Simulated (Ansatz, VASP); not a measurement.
## AlPt: VASP beside Ansatz

The input INCAR:

```
SYSTEM = AlPt
ALGO = Normal
EDIFF = 1E-6
ENCUT = 520
GGA = CA
ISIF = 2
ISMEAR = 1
LASPH = .True.
LCHARG = .False.
LREAL = .False.
LWAVE = .False.
NBANDS = 14
NELM = 100
PREC = Accurate
SIGMA = 0.2
```

File KPOINTS:

```
k-points
0
Gamma
  7 7 7
  0 0 0
```

File POSCAR:

```
AlPt
1.0
    3.0711676504      0.0000000000      0.0000000000
    0.0000000000      3.0711676504      0.0000000000
    0.0000000000      0.0000000000      3.0711676504
Al Pt
1 1
Direct
    0.0000000000      0.0000000000      0.0000000000
    0.5000000000      0.5000000000      0.5000000000
```

Input for Ansatz:

```yaml
crystal:
  lattice:
    - [3.0711676504228254, 1.1244311981727059e-18, -3.7481039939090185e-19]
    - [1.1244311981727057e-18, 3.0711676504228254, -6.861372520915277e-38]
    - [-3.7481039939090185e-19, -6.861372520915279e-38, 3.0711676504228254]
  atoms:
    - { symbol: Al, position: [-1.0935733936830289e-32, 3.0377038713417465e-34, 6.075407742683493e-34] }
    - { symbol: Pt, position: [0.5, 0.5, 0.5] }
accuracy: low
basis:
  ecutwfc: 476.19925930478996
kpoints:
  mp_grid:
    grid: [7, 7, 7]
hamiltonian:
  xc: lda
scf:
  self_checks: high
  occupations:
    method: cold
    width: 0.2
output:
  forces: true
  stress: true
```

Alike in both runs: task single point; functional LDA; k mesh 7 × 7 × 7; no spin polarisation.

|  | VASP | Ansatz |
| --- | --- | --- |
| version | VASP 6.6.1 | Ansatz 0.2.0 |
| potentials or method | VASP PAW LDA potentials, release 64 (Al, Pt), cutoff 520 eV | plane waves, PAW |
| occupations | methfessel-paxton of order 1, width 0.2 eV | cold, width 0.2 eV |
| valence electrons in the cell | 13 | 21 |

|  | VASP | Ansatz | Ansatz less VASP |
| --- | --- | --- | --- |
| gap on the k mesh at the Fermi level (eV) | none | none | - |
| pressure (GPa) | -6.0 | -6.6 | -0.58 |

LDA's correlation is that of Perdew and Zunger in VASP and of Perdew and Wang (1992) in Ansatz. A gap of «none» marks a metal or a gap that the smearing closes. VASP's potentials hold 13 valence electrons a cell and Ansatz's 21, so a difference there can come from the potentials and not from the codes.

Neither program's run includes spin-orbit coupling.
